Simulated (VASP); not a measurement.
**C: single point with PBE**

C:

```
CELL_PARAMETERS angstrom
0.00000 1.77500 1.77500
1.77500 0.00000 1.77500
1.77500 1.77500 0.00000
ATOMIC_POSITIONS crystal
C 0.75000 0.75000 0.75000
C 0.50000 0.50000 0.50000
```

```
Program             : VASP 6.6.1
Task                : single point
Functional          : PBE
Potentials or basis : VASP PAW PBE potentials, release 64 (C)
Cutoff              : 600 eV
k mesh              : 16 × 16 × 16
Occupations         : gaussian, width 0.05 eV
Spin                : no spin polarisation
```

| Property | Result |
| --- | --- |
| Pressure | 8.2 GPa |
| Band gap on the k mesh | 4.16 eV (least direct gap 5.63 eV) |

Levels at points of the mesh, in eV from the valence-band top:
| k point | band 1 | band 2 | band 3 | band 4 | band 5 | band 6 | band 7 | band 8 |
| --- | --- | --- | --- | --- | --- | --- | --- | --- |
| (0.00, 0.00, 0.00) | -21.67 | 0.00 | 0.00 | 0.00 | 5.63 | 5.63 | 5.63 | 13.66 |
| (0.50, 0.00, 0.00) | -15.81 | -13.53 | -2.84 | -2.84 | 8.52 | 8.52 | 9.04 | 15.83 |
| (0.50, 0.50, 0.00) | -12.86 | -12.86 | -6.38 | -6.38 | 4.79 | 4.79 | 17.02 | 17.02 |

Wall time 18 s on 1 thread of Intel Xeon 8259CL, on a shared host, peak memory 0.13 GiB.

Caveat: the cell stands under pressure. A k mesh can miss the band edges.
